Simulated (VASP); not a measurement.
A run of VASP 6.6.1:

INCAR

```
  PREC = Accurate
  ENCUT = 520
  EDIFF = 1E-6
  ISMEAR = 0
  SIGMA = 0.15
  LREAL = False
  LASPH = True
  NELM = 60
  ALGO = Normal
  ISIF = 2
  LWAVE = False
  LCHARG = True
  GGA = PS
  LELF = True
  LVHAR = True
  NBANDS = 13
```

The input KPOINTS:

```
Automatic mesh
0
Gamma
  20 20 20
```

POSCAR

```
W
1.0
   -1.5573675000      1.5573675000      1.5973000000
    1.5573675000     -1.5573675000      1.5973000000
    1.5573675000      1.5573675000     -1.5973000000
W
1
Direct
    0.0000000000      0.0000000000      0.0000000000
```

Potentials or basis: VASP PAW PBE potentials, release 64 (W_sv).

Run with:

```bash
$ cat potpaw_PBE.64/W_sv/POTCAR > POTCAR
$ mpirun -np 1 vasp_std > vasp.out
```

Hardware: 1 thread of Intel(R) Xeon(R) 6975P-C (Granite Rapids), with other jobs on the host.

**Question.** How long does it take, and how much memory?

**Answer.** It took 33 s on 1 thread of Intel(R) Xeon(R) 6975P-C (Granite Rapids), on a shared host, peak memory 0.23 GiB. Counts: scf iterations 11, k points 641.
